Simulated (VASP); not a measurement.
# GeN (Imm2) in VASP: a series of runs

Runs on GeN. Level: PBE. Tasks: single point.

Everything below comes from runs of VASP 6.6.1. Logs are shortened: lines on timing, memory, paths and dates and some standing lists are left out, and cuts for length are marked.

### Step 1. The cell of the first run

It takes space group Imm2 (No. 44, orthorhombic). The conventional cell has a = 2.967 Å, b = 5.757 Å, c = 4.893 Å, α = 90.00°, β = 90.00°, γ = 90.00°. Ge (site symmetry m) has 3 N at 1.76 Å and 1 Ge at 1.76 Å within 2.3 Å. N (site symmetry m) has 3 Ge at 1.76 Å within 2.3 Å.

The cell was generated, and may not be a known phase.

### Step 2. Single point, PBE

INCAR reads:

```
SYSTEM = GeN
ALGO     = Normal         ! electronic algorithm
EDIFF    = 1E-6           ! SCF threshold, eV
ENCUT    = 520            ! plane-wave cutoff, eV
GGA      = PE             ! functional
ISIF     = 2              ! what is computed and relaxed
ISMEAR   = 0              ! smearing method
LASPH    = .True.         ! aspherical terms in the spheres
LCHARG   = .False.        ! write CHGCAR
LREAL    = .False.        ! projectors in reciprocal space
LWAVE    = .False.        ! write WAVECAR
NBANDS   = 27             ! bands
NELM     = 60             ! most SCF steps
PREC     = Accurate       ! precision mode
SIGMA    = 0.1            ! smearing width, eV
```

KPOINTS reads:

```
k-points
0
Gamma
  6 6 6
  0 0 0
```

POSCAR reads:

```
GeN
1.0
   -1.4837403600      2.8784764200      2.4464092700
    1.4837403600     -2.8784764200      2.4464092700
    1.4837403600      2.8784764200     -2.4464092700
Ge N
2 2
Direct
    0.2589471500      0.6057077100      0.6532394400
    0.9524682700      0.6057077100      0.3467605600
    0.0116296500      0.2630089100      0.7486207400
    0.5143881600      0.2630089100      0.2513792600
```

Potentials or basis: VASP PAW PBE potentials, release 64 (Ge_d, N).

Started as:

```sh
> cat potpaw_PBE.64/Ge_d/POTCAR potpaw_PBE.64/N/POTCAR > POTCAR
> mpirun -np 1 vasp_std > vasp.out
```

OUTCAR:

```text
SYSTEM = GeN
   EDIFF = 1E-6
   ENCUT = 520
   GGA = PE
   ISIF = 2
   ISMEAR = 0
   LASPH = .True.
   LREAL = .False.
   NELM = 60
   PREC = Accurate

 ion  position               nearest neighbor table
   1  0.259  0.606  0.653-   4 1.76   4 1.76   3 1.76   2 1.76
   2  0.952  0.606  0.347-   3 1.76   3 1.76   4 1.76   1 1.76
   3  0.012  0.263  0.749-   2 1.76   2 1.76   1 1.76
   4  0.514  0.263  0.251-   1 1.76   1 1.76   2 1.76

  LATTYP: Found a body centered orthorhombic cell.
 ALAT       =     2.9674807200
 B/A-ratio  =     1.6488122423
 C/A-ratio  =     1.9400135614

  Lattice vectors:

 A1 = (   1.4837403600,  -2.8784764200,  -2.4464092700)
 A2 = (  -1.4837403600,  -2.8784764200,   2.4464092700)
 A3 = (  -1.4837403600,   2.8784764200,  -2.4464092700)

Analysis of symmetry for initial positions (statically):
=====================================================================
 Subroutine PRICEL returns:
 Original cell was already a primitive cell.

 Routine SETGRP: Setting up the symmetry group for a
 body centered orthorhombic supercell.

 Subroutine GETGRP returns: Found  4 space group operations
 (whereof  4 operations were pure point group operations)
 out of a pool of  8 trial point group operations.

The static configuration has the point symmetry C_2v.

Analysis of symmetry for dynamics (positions and initial velocities):
=====================================================================
 Subroutine PRICEL returns:
 Original cell was already a primitive cell.

 Routine SETGRP: Setting up the symmetry group for a
 body centered orthorhombic supercell.

 Subroutine GETGRP returns: Found  4 space group operations
 (whereof  4 operations were pure point group operations)
 out of a pool of  8 trial point group operations.

The dynamic configuration has the point symmetry C_2v.

 Subroutine INISYM returns: Found  4 space group operations
 (whereof  4 operations are pure point group operations),
 and found     1 'primitive' translations

----------------------------------------------------------------------------------------

                                     Primitive cell

  volume of cell :      41.7936

  direct lattice vectors                    reciprocal lattice vectors
    -1.483740360  2.878476420  2.446409270     0.000000000  0.173703004  0.204381175
     1.483740360 -2.878476420  2.446409270     0.336986183  0.000000000  0.204381175
[... 89 lines left out ...]
   EDIFF  = 0.1E-05   stopping-criterion for ELM
   LREAL  =      F    real-space projection
   EDIFFG = 0.1E-04   stopping-criterion for IOM
   NSW    =      0    number of steps for IOM
   IBRION =     -1    ionic relax: 0-MD 1-quasi-New 2-CG
   NFREE  =      0    steps in history (QN), initial steepest desc. (CG)
   ISIF   =      2    stress and relaxation
   ISYM   =      2    0-nonsym 1-usesym 2-fastsym
   POTIM  = 0.5000    time-step for ionic-motion
   TEBEG  =    0.0;   TEEND  =   0.0 temperature during run
   PSTRESS=    0.0 pullay stress
   NELECT =      38.0000    total number of electrons
   NUPDOWN=      -1.0000    fix difference up-down
   EMIN   =  10.00;   EMAX   =-10.00  energy-range for DOS
   EFERMI =   0.00;   METHOD = LEGACY
   ISMEAR =     0;   SIGMA  =   0.10  broadening in eV -4-tet -1-fermi 0-gaus
   EFERMI_NEDOS =   21; number of points for ismear=-14 and -15
   IALGO  =     38    algorithm
   IMIX   =      4    mixing-type and parameters
     AMIX     =   0.40;   BMIX     =  1.00
     AMIX_MAG =   1.60;   BMIX_MAG =  1.00
  volume/ion in A,a.u.               =      10.45        70.51
  Fermi-wavevector in a.u.,A,eV,Ry     =   1.585986  2.997080 34.223454  2.515353
  Thomas-Fermi vector in A             =   2.685367
   LORBIT       =      0    0 simple, 1 ext, 2 COOP (PROOUT), +10 PAW based schemes
   GGA     = PE    functional components
   LHFCALC =     F    Hartree Fock is set to
   AEXX    =    0.0000 exact exchange contribution
   IVDW    =     0    specifies the selected vdW correction
   LEPSILON=     F    determine dielectric tensor
   LRPA    =     F    only Hartree local field effects (RPA)
 non-spin polarized calculation
 Gauss-broadening in eV      SIGMA  =   0.10
  energy-cutoff  :      520.00
  volume of cell :       41.79
 maximum number of plane-waves:      1145
   NGX = 15   NGY = 15   NGZ = 15

 number of electron      38.0000004 magnetization

 Free energy of the ion-electron system (eV)
  ---------------------------------------------------
  ext. energy  EPLUGINS =         0.00000000
  ---------------------------------------------------
  free energy    TOTEN  =       -18.20894670 eV

  energy without entropy =      -18.20894666  energy(sigma->0) =      -18.20894668

 E-fermi :   9.2324     XC(G=0): -12.0709

 val. band max:        8.9011560675   @ k =   0.5000   0.5000   0.3333
 cond. band min:       9.5534253443   @ k =  -0.1667   0.1667   0.1667
 fundamental gap:      0.6522692767
 Fermi energy:         9.2323818697

 k-point     1 :       0.0000    0.0000    0.0000
  band No.  band energies     occupation
      1     -18.0140      2.00000
      2     -17.2907      2.00000
      3     -17.2788      2.00000
      4     -16.8749      2.00000
      5     -16.8219      2.00000
      6     -16.7940      2.00000
[... 709 lines left out ...]
     26      20.6177      0.00000
     27      21.2383      0.00000

 [... further k-points ...]

------------------------ aborting loop because EDIFF is reached ----------------------------------------

  FORCE on cell =-STRESS in cart. coord.  units (eV):
  Direction    XX          YY          ZZ          XY          YZ          ZX
  --------------------------------------------------------------------------------------
  -------------------------------------------------------------------------------------
  Total       14.1977319     56.6293968     13.7834996      0.0000000      0.0000000      0.0000000
  in kB      544.2768492   2170.9150375    528.3970567      0.0000000      0.0000000      0.0000000
  external PRESSURE =    1081.1963144 kB  Pullay stress =       0.0000000 kB

 VOLUME and BASIS-vectors are now :
 -----------------------------------------------------------------------------
  energy-cutoff  :      520.00
  volume of cell :       41.79
      direct lattice vectors                 reciprocal lattice vectors
    -1.483740360  2.878476420  2.446409270     0.000000000  0.173703004  0.204381175
     1.483740360 -2.878476420  2.446409270     0.336986183  0.000000000  0.204381175
     1.483740360  2.878476420 -2.446409270     0.336986183  0.173703004  0.000000000

 POSITION                                       TOTAL-FORCE (eV/Angst)
 -----------------------------------------------------------------------------------
      1.48374      0.88219      0.51721        -0.000000     22.687114      0.110565
      0.00000      1.99628      2.96362        -0.000000    -22.687114      0.110565
      1.48374      1.43130     -1.15955         0.000000     -1.160904     -0.110565
      0.00000      1.44718      1.28685         0.000000      1.160904     -0.110565
 -----------------------------------------------------------------------------------
    total drift:                               -0.000004      0.000021      0.001503

  FREE ENERGIE OF THE ION-ELECTRON SYSTEM (eV)
  ---------------------------------------------------
  free  energy   TOTEN  =       -18.2089466972 eV

  energy  without entropy=      -18.2089466618  energy(sigma->0) =      -18.20894668
```

OSZICAR:

```text
N       E                     dE             d eps       ncg     rms          rms(c)
DAV:   1     0.332252379194E+03    0.33225E+03   -0.18727E+04  3221   0.410E+03
DAV:   2     0.267834418551E+02   -0.30547E+03   -0.29004E+03  2508   0.692E+02
DAV:   3    -0.213397212737E+02   -0.48123E+02   -0.47606E+02  2836   0.180E+02
DAV:   4    -0.231623679500E+02   -0.18226E+01   -0.18173E+01  2992   0.392E+01
DAV:   5    -0.231910314977E+02   -0.28664E-01   -0.28655E-01  2994   0.517E+00    0.141E+01
DAV:   6    -0.183387757613E+02    0.48523E+01   -0.11803E+01  4011   0.399E+01    0.572E+00
DAV:   7    -0.182687679183E+02    0.70008E-01   -0.14355E+00  2881   0.906E+00    0.342E+00
DAV:   8    -0.182123968663E+02    0.56371E-01   -0.18622E-01  3179   0.615E+00    0.508E-01
DAV:   9    -0.182085710252E+02    0.38258E-02   -0.49554E-02  3570   0.373E+00    0.237E-01
DAV:  10    -0.182087327968E+02   -0.16177E-03   -0.37072E-03  2766   0.467E-01    0.118E-01
DAV:  11    -0.182089361795E+02   -0.20338E-03   -0.48263E-04  3111   0.223E-01    0.413E-02
DAV:  12    -0.182089446101E+02   -0.84306E-05   -0.30861E-05  3537   0.833E-02    0.167E-02
DAV:  13    -0.182089470600E+02   -0.24498E-05   -0.84697E-06  2729   0.372E-02    0.642E-03
DAV:  14    -0.182089466972E+02    0.36277E-06   -0.36125E-07  2062   0.124E-02
   1 F= -.18208947E+02 E0= -.18208947E+02  d E =-.354116E-07
```

It took 93 s on 1 thread of AMD EPYC 7R13, shared host; peak memory 0.16 GiB.

Results:

```yaml
Free_energy: -18.2089 eV
Pressure: 108.1 GPa
Largest_force: 22.687 eV/Å
Band_gap_on_the_k_mesh: 0.65 eV (least direct gap 2.20 eV)
```

Forces on the atoms (eV/Å):
```
Ge    0.000  22.687   0.111
Ge    0.000 -22.687   0.111
N     0.000  -1.161  -0.111
N     0.000   1.161  -0.111
```

Caveat: the stress differs along the axes, from 53 to 217 GPa; semilocal functionals underestimate gaps, and a narrow one can read as zero; forces of over 1 eV/Å act on the atoms, so gaps and moduli don't describe the material at rest. A k mesh can miss the band edges.

### Step 3. Single point, PBE

This run uses another cell than the first one, of 15.20 Å³/atom.

INCAR reads:

```
  ALGO = Normal
  EDIFF = 1E-6
  ENCUT = 520
  GGA = PE
  ISIF = 2
  ISMEAR = 0
  LASPH = T
  LCHARG = T
  LELF = T
  LREAL = F
  LVHAR = T
  LWAVE = F
  NBANDS = 27
  NELM = 100
  PREC = Accurate
  SIGMA = 0.1
```

KPOINTS reads:

```
k-points
0
Gamma
  6 6 6
```

POSCAR reads:

```
GeN
1.0
   -1.5465592424      3.8183874909      2.5741282735
    1.5465592424     -3.8183874909      2.5741282735
    1.5465592424      3.8183874909     -2.5741282735
Ge N
2 2
Direct
    0.2715176963      0.6065453821      0.6649723142
    0.9415730680      0.6065453821      0.3350276858
    0.0090089678      0.2621712354      0.7468377325
    0.5153335029      0.2621712354      0.2531622675
```

Potentials or basis: VASP PAW PBE potentials, release 64 (Ge_d, N).

Started as:

```sh
> cat potpaw_PBE.64/Ge_d/POTCAR potpaw_PBE.64/N/POTCAR > POTCAR
> mpirun -np 1 vasp_std > vasp.out
```

Wall time 2.7 min (1 thread of AMD EPYC 7R13, shared host); peak memory 0.2 GiB.

The run converged. Its results:

```
Free energy            : -25.4803 eV
Pressure               : -0.3 GPa
Largest force          : 0.046 eV/Å
Band gap on the k mesh : 0.71 eV
```

Forces in eV/Å, atoms in the order of the input:
```
Ge   0.000  0.045  0.012
Ge   0.000 -0.045  0.012
N    0.000  0.042 -0.012
N    0.000 -0.042 -0.012
```

Stress tensor (GPa, compression positive):
```
-0.40  0.00  0.00
 0.00 -0.02  0.00
 0.00  0.00 -0.60
```

Levels at points of the mesh, in eV from the valence-band top:
```tsv
k point	band 15	band 16	band 17	band 18	band 19	band 20	band 21	band 22	band 23	band 24
(0.00, 0.00, 0.00)	-4.36	-4.13	-3.73	-2.82	-1.28	2.78	2.87	4.15	5.70	6.61
(0.50, 0.00, 0.00)	-4.42	-3.78	-3.64	-3.29	-0.87	2.27	3.66	5.35	5.85	7.43
(0.00, 0.50, 0.00)	-5.24	-4.60	-3.88	-2.03	-1.64	2.30	2.34	4.70	5.81	6.86
(0.50, 0.50, 0.00)	-6.35	-6.32	-3.42	-2.36	-1.53	2.70	3.71	4.61	7.18	7.41
(0.50, 0.50, 0.50)	-4.56	-3.59	-2.70	-1.18	0.00	0.71	2.20	5.36	6.34	7.84
```

Caveat: semilocal functionals underestimate gaps, and a narrow one can read as zero.
